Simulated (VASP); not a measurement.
# CsI (Pm-3m) in VASP: settings compared

CsI is run at these levels: r2SCAN, PBE; tasks: single point, relaxation of cell and atoms.

Everything below comes from runs of VASP 6.6.1. Logs are shortened: lines on timing, memory, paths and dates and some standing lists are left out, and cuts for length are marked.

## 1. The cell of the first run

It takes space group Pm-3m (No. 221, cubic). Conventional cell: a = 4.608 Å, b = 4.608 Å, c = 4.608 Å, α = 90.00°, β = 90.00°, γ = 90.00°. Within 5.2 Å of Cs (site symmetry m-3m) lie 8 I at 3.99 Å and 6 Cs at 4.61 Å. Within 5.2 Å of I (site symmetry m-3m) lie 8 Cs at 3.99 Å and 6 I at 4.61 Å.

## 2. Single point, r2SCAN

Input file POSCAR:

```
CsI
1.0
    4.6081396334      0.0000000000      0.0000000000
    0.0000000000      4.6081396334      0.0000000000
    0.0000000000      0.0000000000      4.6081396334
Cs I
1 1
Direct
    0.0000000000      0.0000000000      0.0000000000
    0.5000000000      0.5000000000      0.5000000000
```

Input file INCAR.step1:

```
SYSTEM = CsI
PREC = Accurate ; ENCUT = 550
ISMEAR = -1 ; SIGMA = 0.02
LREAL = .FALSE. ; LASPH = .TRUE.
NELM = 120 ; NBANDS = 15
GGA = PE ; ALGO = Normal
EDIFF = 1E-5 ; LWAVE = .TRUE.
LCHARG = .FALSE. ; GGA_COMPAT = .FALSE.
```

Input file INCAR.step2:

```
SYSTEM = CsI
PREC = Accurate ; ENCUT = 550
EDIFF = 1E-6 ; ISMEAR = -1
SIGMA = 0.02 ; LREAL = .FALSE.
LASPH = .TRUE. ; NELM = 120
ALGO = Normal ; ISIF = 2
LWAVE = .FALSE. ; LCHARG = .FALSE.
METAGGA = R2SCAN ; LMIXTAU = .TRUE.
NBANDS = 15 ; ISTART = 1
GGA_COMPAT = .FALSE.
```

Input file KPOINTS:

```
regular mesh
0
G
  6 6 6
  0 0 0
```

Potentials or basis: VASP PAW PBE potentials, release 64 (Cs_sv, I).

Command:

```bash
$ cat potpaw_PBE.64/Cs_sv/POTCAR potpaw_PBE.64/I/POTCAR > POTCAR
$ cp INCAR.step1 INCAR
$ mpirun -np 1 vasp_std > vasp.out
$ cp INCAR.step2 INCAR
$ mpirun -np 1 vasp_std > vasp.out
```

OUTCAR:

```text
SYSTEM = CsI
   PREC = Accurate
   ENCUT = 550
   EDIFF = 1E-6
   ISMEAR = -1
   LREAL = .FALSE.
   LASPH = .TRUE.
   NELM = 120
   ISIF = 2
   METAGGA = R2SCAN
   ISTART = 1

 ion  position               nearest neighbor table
   1  0.000  0.000  0.000-
   2  0.500  0.500  0.500-

  LATTYP: Found a simple cubic cell.
 ALAT       =     4.6081396334

  Lattice vectors:

 A1 = (   4.6081396334,   0.0000000000,   0.0000000000)
 A2 = (   0.0000000000,   4.6081396334,   0.0000000000)
 A3 = (   0.0000000000,   0.0000000000,   4.6081396334)

Analysis of symmetry for initial positions (statically):
=====================================================================
 Subroutine PRICEL returns:
 Original cell was already a primitive cell.

 Routine SETGRP: Setting up the symmetry group for a
 simple cubic supercell.

 Subroutine GETGRP returns: Found 48 space group operations
 (whereof 48 operations were pure point group operations)
 out of a pool of 48 trial point group operations.

The static configuration has the point symmetry O_h .

Analysis of symmetry for dynamics (positions and initial velocities):
=====================================================================
 Subroutine PRICEL returns:
 Original cell was already a primitive cell.

 Routine SETGRP: Setting up the symmetry group for a
 simple cubic supercell.

 Subroutine GETGRP returns: Found 48 space group operations
 (whereof 48 operations were pure point group operations)
 out of a pool of 48 trial point group operations.

The dynamic configuration has the point symmetry O_h .

 Subroutine INISYM returns: Found 48 space group operations
 (whereof 48 operations are pure point group operations),
 and found     1 'primitive' translations

----------------------------------------------------------------------------------------

                                     Primitive cell

  volume of cell :      97.8536

  direct lattice vectors                    reciprocal lattice vectors
     4.608139633  0.000000000  0.000000000     0.217007313  0.000000000  0.000000000
     0.000000000  4.608139633  0.000000000     0.000000000  0.217007313  0.000000000
     0.000000000  0.000000000  4.608139633     0.000000000  0.000000000  0.217007313

  length of vectors
     4.608139633  4.608139633  4.608139633     0.217007313  0.217007313  0.217007313

  position of ions in fractional coordinates (direct lattice)
     0.000000000  0.000000000  0.000000000
     0.500000000  0.500000000  0.500000000

  ion indices of the primitive-cell ions
   primitive index   ion index
                 1           1
                 2           2

----------------------------------------------------------------------------------------

 KPOINTS: regular mesh

Automatic generation of k-mesh.
 Grid dimensions read from file:
 generate k-points for:    6    6    6

 Generating k-lattice:

  Cartesian coordinates                     Fractional coordinates (reciprocal lattice)
     0.036167886  0.000000000  0.000000000     0.166666667  0.000000000  0.000000000
     0.000000000  0.036167886  0.000000000     0.000000000  0.166666667  0.000000000
     0.000000000  0.000000000  0.036167886     0.000000000  0.000000000  0.166666667

  Length of vectors
     0.036167886  0.036167886  0.036167886

  Shift w.r.t. Gamma in fractional coordinates (k-lattice)
     0.000000000  0.000000000  0.000000000

 Subroutine IBZKPT returns following result:
 ===========================================

 Found     20 irreducible k-points:

 Following reciprocal coordinates:
            Coordinates               Weight
  0.000000  0.000000  0.000000      1.000000
  0.166667  0.000000  0.000000      6.000000
  0.333333  0.000000  0.000000      6.000000
  0.500000  0.000000  0.000000      3.000000
  0.166667  0.166667  0.000000     12.000000
  0.333333  0.166667  0.000000     24.000000
[... 12 lines left out ...]
  0.500000  0.500000  0.333333      6.000000
  0.500000  0.500000  0.500000      1.000000
   k-points           NKPTS =     20   k-points in BZ     NKDIM =     20   number of bands    NBANDS=     15
   number of dos      NEDOS =    301   number of ions     NIONS =      2
   total plane-waves  NPLWV =  46656
   dimension x,y,z NGX =    36 NGY =   36 NGZ =   36
   dimension x,y,z NGXF=    72 NGYF=   72 NGZF=   72
   ions per type =               1   1
   NGX,Y,Z   is equivalent  to a cutoff of  12.99, 12.99, 12.99 a.u.
   NGXF,Y,Z  is equivalent  to a cutoff of  25.98, 25.98, 25.98 a.u.
 SYSTEM =  CsI
   PREC   = accura    normal or accurate (medium, high low for compatibility)
   ISTART =      1    job   : 0-new  1-cont  2-samecut
   ICHARG =      0    charge: 1-file 2-atom 10-const
   ISPIN  =      1    spin polarized calculation?
   LNONCOLLINEAR =      F non collinear calculations
   LSORBIT =      F    spin-orbit coupling
   LASPH  =      T    aspherical Exc in radial PAW
   ENCUT  =  550.0 eV  40.42 Ry    6.36 a.u.   8.81  8.81  8.81*2*pi/ulx,y,z
   NELM   =    120;   NELMIN=  2; NELMDL=  0     # of ELM steps
   EDIFF  = 0.1E-05   stopping-criterion for ELM
   LREAL  =      F    real-space projection
   EDIFFG = 0.1E-04   stopping-criterion for IOM
   NSW    =      0    number of steps for IOM
   IBRION =     -1    ionic relax: 0-MD 1-quasi-New 2-CG
   NFREE  =      0    steps in history (QN), initial steepest desc. (CG)
   ISIF   =      2    stress and relaxation
   ISYM   =      2    0-nonsym 1-usesym 2-fastsym
   POTIM  = 0.5000    time-step for ionic-motion
   TEBEG  =    0.0;   TEEND  =   0.0 temperature during run
   PSTRESS=    0.0 pullay stress
   NELECT =      16.0000    total number of electrons
   NUPDOWN=      -1.0000    fix difference up-down
   EMIN   =  10.00;   EMAX   =-10.00  energy-range for DOS
   EFERMI =   0.00;   METHOD = LEGACY
   ISMEAR =    -1;   SIGMA  =   0.02  broadening in eV -4-tet -1-fermi 0-gaus
   EFERMI_NEDOS =   21; number of points for ismear=-14 and -15
   IALGO  =     38    algorithm
   IMIX   =      4    mixing-type and parameters
     AMIX     =   0.40;   BMIX     =  1.00
     AMIX_MAG =   1.60;   BMIX_MAG =  1.00
  volume/ion in A,a.u.               =      48.93       330.17
  Fermi-wavevector in a.u.,A,eV,Ry     =   0.895205  1.691692 10.903601  0.801392
  Thomas-Fermi vector in A             =   2.017508
   LORBIT       =      0    0 simple, 1 ext, 2 COOP (PROOUT), +10 PAW based schemes
   METAGGA = R2SCAN    functional components
   LHFCALC =     F    Hartree Fock is set to
   AEXX    =    0.0000 exact exchange contribution
   IVDW    =     0    specifies the selected vdW correction
   LEPSILON=     F    determine dielectric tensor
   LRPA    =     F    only Hartree local field effects (RPA)
 non-spin polarized calculation
  energy-cutoff  :      550.00
  volume of cell :       97.85
 maximum number of plane-waves:      2897
 NGX is ok and might be reduce to    36
   NGX = 17   NGY = 17   NGZ = 17

 number of electron      16.0000002 magnetization

 Free energy of the ion-electron system (eV)
  ---------------------------------------------------
  ext. energy  EPLUGINS =         0.00000000
  ---------------------------------------------------
  free energy    TOTEN  =       -53.12585837 eV

  energy without entropy =      -53.12585837  energy(sigma->0) =      -53.12585837

 E-fermi :   0.8253     XC(G=0):  -8.0007

 val. band max:        0.3515977295   @ k =   0.5000   0.5000   0.0000
 cond. band min:       4.8507766409   @ k =   0.0000   0.0000   0.0000
 fundamental gap:      4.4991789114
 Fermi energy:         0.8253184031

 k-point     1 :       0.0000    0.0000    0.0000
  band No.  band energies     occupation
      1     -20.6446      2.00000
      2     -10.5725      2.00000
      3      -6.9756      2.00000
      4      -6.9756      2.00000
      5      -6.9756      2.00000
      6       0.2594      2.00000
      7       0.2594      2.00000
      8       0.2594      2.00000
      9       4.8508      0.00000
     10       5.0029      0.00000
     11       5.0029      0.00000
     12       8.6966      0.00000
     13       8.6966      0.00000
     14       8.6966      0.00000
     15      11.0552      0.00000

 k-point     2 :       0.1667    0.0000    0.0000
  band No.  band energies     occupation
      1     -20.6388      2.00000
      2     -10.5739      2.00000
      3      -7.0109      2.00000
      4      -6.9613      2.00000
      5      -6.9613      2.00000
      6      -0.1742      2.00000
      7       0.2274      2.00000
      8       0.2274      2.00000
      9       5.1703      0.00000
     10       5.3774      0.00000
     11       5.6283      0.00000
     12       8.6158      0.00000
     13       8.6158      0.00000
     14       8.8249      0.00000
     15       9.9063      0.00000

 k-point     3 :       0.3333    0.0000    0.0000
  band No.  band energies     occupation
      1     -20.6273      2.00000
      2     -10.5790      2.00000
      3      -7.0708      2.00000
      4      -6.9324      2.00000
      5      -6.9324      2.00000
      6      -0.8522      2.00000
      7       0.1611      2.00000
      8       0.1611      2.00000
      9       5.6285      0.00000
     10       6.5294      0.00000
     11       6.9214      0.00000
     12       8.4531      0.00000
     13       8.6431      0.00000
     14       8.6431      0.00000
     15       9.1440      0.00000

 k-point     4 :       0.5000    0.0000    0.0000
  band No.  band energies     occupation
      1     -20.6215      2.00000
      2     -10.5826      2.00000
      3      -7.0956      2.00000
      4      -6.9178      2.00000
      5      -6.9178      2.00000
      6      -1.1373      2.00000
      7       0.1270      2.00000
      8       0.1270      2.00000
      9       6.0166      0.00000
     10       7.3776      0.00000
     11       7.5732      0.00000
     12       7.7150      0.00000
     13       8.8255      0.00000
     14       8.8255      0.00000
     15       9.3590      0.00000
[... 235 lines left out ...]
 k-point    18 :       0.5000    0.3333    0.3333
  band No.  band energies     occupation
      1     -20.5911      2.00000
      2     -10.3582      2.00000
      3      -7.2385      2.00000
      4      -7.1673      2.00000
      5      -7.1389      2.00000
      6      -0.7638      2.00000
      7      -0.6830      2.00000
      8      -0.4632      2.00000
      9       6.6836      0.00000
     10       7.0951      0.00000
     11       7.2822      0.00000
     12       8.4912      0.00000
     13       8.9540      0.00000
     14       8.9542      0.00000
     15      10.6862      0.00000

 k-point    19 :       0.5000    0.5000    0.3333
  band No.  band energies     occupation
      1     -20.5861      2.00000
      2     -10.3258      2.00000
      3      -7.2352      2.00000
      4      -7.2352      2.00000
      5      -7.1308      2.00000
      6      -0.8045      2.00000
      7      -0.8045      2.00000
      8      -0.6427      2.00000
      9       6.9420      0.00000
     10       7.5494      0.00000
     11       7.5494      0.00000
     12       8.0066      0.00000
     13       9.4305      0.00000
     14       9.4305      0.00000
     15      10.5684      0.00000

 k-point    20 :       0.5000    0.5000    0.5000
  band No.  band energies     occupation
      1     -20.5812      2.00000
      2     -10.2991      2.00000
      3      -7.2091      2.00000
      4      -7.2091      2.00000
      5      -7.2091      2.00000
      6      -0.9019      2.00000
      7      -0.9019      2.00000
      8      -0.9019      2.00000
      9       8.0082      0.00000
     10       8.0082      0.00000
     11       8.0082      0.00000
     12       8.7544      0.00000
     13       8.7544      0.00000
     14       8.7544      0.00000
     15      10.6095      0.00000

------------------------ aborting loop because EDIFF is reached ----------------------------------------

  FORCE on cell =-STRESS in cart. coord.  units (eV):
  Direction    XX          YY          ZZ          XY          YZ          ZX
  --------------------------------------------------------------------------------------
  -------------------------------------------------------------------------------------
  Total        0.0314025      0.0314025      0.0314025      0.0000000      0.0000000      0.0000000
  in kB        0.5141590      0.5141590      0.5141590      0.0000000      0.0000000      0.0000000
  external PRESSURE =       0.5141590 kB  Pullay stress =       0.0000000 kB

 VOLUME and BASIS-vectors are now :
 -----------------------------------------------------------------------------
  energy-cutoff  :      550.00
  volume of cell :       97.85
      direct lattice vectors                 reciprocal lattice vectors
     4.608139633  0.000000000  0.000000000     0.217007313  0.000000000  0.000000000
     0.000000000  4.608139633  0.000000000     0.000000000  0.217007313  0.000000000
     0.000000000  0.000000000  4.608139633     0.000000000  0.000000000  0.217007313

 POSITION                                       TOTAL-FORCE (eV/Angst)
 -----------------------------------------------------------------------------------
      0.00000      0.00000      0.00000         0.000000      0.000000      0.000000
      2.30407      2.30407      2.30407         0.000000      0.000000      0.000000
 -----------------------------------------------------------------------------------
    total drift:                               -0.000000      0.000000      0.000000

  FREE ENERGIE OF THE ION-ELECTRON SYSTEM (eV)
  ---------------------------------------------------
  free  energy   TOTEN  =       -53.1258583721 eV

  energy  without entropy=      -53.1258583721  energy(sigma->0) =      -53.12585837
```

Run time: 46 s. Hardware: 1 thread of Intel Xeon 6975P-C (Granite Rapids), shared host; peak memory 0.22 GiB.

Results:

| Property | Result |
| --- | --- |
| Free energy | -53.1259 eV |
| Pressure | 0.1 GPa |
| Band gap on the k mesh | 4.50 eV (least direct gap 4.59 eV) |

Caveat: the PAW data sets were made with another functional, which shifts forces and pressure a little; spin-orbit coupling is left out, which moves the levels of the heavy elements. A k mesh can miss the band edges.

(Part 1 of 2 ends here.)
